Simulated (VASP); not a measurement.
Set up this calculation in VASP 6.6.1, as the native input.

```
Task                   : single point
Functional             : PBE
Potentials or basis    : VASP PAW PBE potentials, release 64 (Hg, H, S)
Cutoff                 : 520 eV
k mesh                 : 1 × 1 × 1
Occupations            : gaussian, width 0.01 eV
Spin                   : non-collinear spin, zero start, spin-orbit coupling
Starting moments       : [[0.0, 0.0, 0.0], [0.0, 0.0, 0.0], [0.0, 0.0, 0.0], [0.0, 0.0, 0.0], [0.0, 0.0, 0.0], [0.0, 0.0, 0.0]] μB
Dipole correction      : no
Further INCAR settings : ALGO = Normal; EDIFF = 1e-07; NBANDS = 38
```

The structure of HgH4S (Hg(H)2(H2S)) lies in POSCAR:

```
HgH4S
1.0
   12.9600000000      0.0000000000      0.0000000000
    0.0000000000     12.6900000000      0.0000000000
    0.0000000000      0.0000000000     10.9500000000
Hg H S
1 4 1
Direct
    0.5330987700      0.5926958200      0.4998703200
    0.6529081800      0.5450528000      0.4998703200
    0.4147175900      0.6450985000      0.4998703200
    0.3472222200      0.3997131600      0.5887817400
    0.3472222200      0.3997131600      0.4109589000
    0.4059560200      0.3546099300      0.4998703200
```

These files were run (other wordings do the same):

INCAR

```
SYSTEM = HgH4S
PREC     = Accurate       ! precision mode
ENCUT    = 520            ! plane-wave cutoff, eV
EDIFF    = 1E-7           ! SCF threshold, eV
ISMEAR   = 0              ! smearing method
SIGMA    = 0.01           ! smearing width, eV
LREAL    = .FALSE.        ! projectors in reciprocal space
LASPH    = .TRUE.         ! aspherical terms in the spheres
NELM     = 150            ! most SCF steps
ALGO     = Normal         ! electronic algorithm
ISIF     = 2              ! what is computed and relaxed
LWAVE    = .FALSE.        ! write WAVECAR
LCHARG   = .TRUE.         ! write CHGCAR
MAGMOM   = 0 0 0 0 0 0 0 0 0 0 0 0 0 0 0 0 0 0 ! initial moments
LORBIT   = 11             ! projections on sites
LSORBIT  = .TRUE.         ! spin-orbit coupling
GGA_COMPAT= .FALSE.      
LORBMOM  = .TRUE.       
GGA      = PE             ! functional
LVHAR    = .TRUE.       
NBANDS   = 38             ! bands
```

KPOINTS

```
regular mesh
0
G
  1 1 1
  0 0 0
```

Potentials or basis: VASP PAW PBE potentials, release 64 (Hg, H, S).

The run is started by

```bash
$ cat potpaw_PBE.64/Hg/POTCAR potpaw_PBE.64/H/POTCAR potpaw_PBE.64/S/POTCAR > POTCAR
$ mpirun -np 1 vasp_ncl > vasp.out
```

Results of the run:

The largest force is 0.424 eV/Å and the net moment is 0.00 μB per cell. The valence electrons inside the program's atomic spheres are Hg 10.60; H 0.53, 0.58; S 3.76.

It took 27 min on 1 thread of AMD EPYC 7R13 (shared host), peak memory 4.1 GiB.
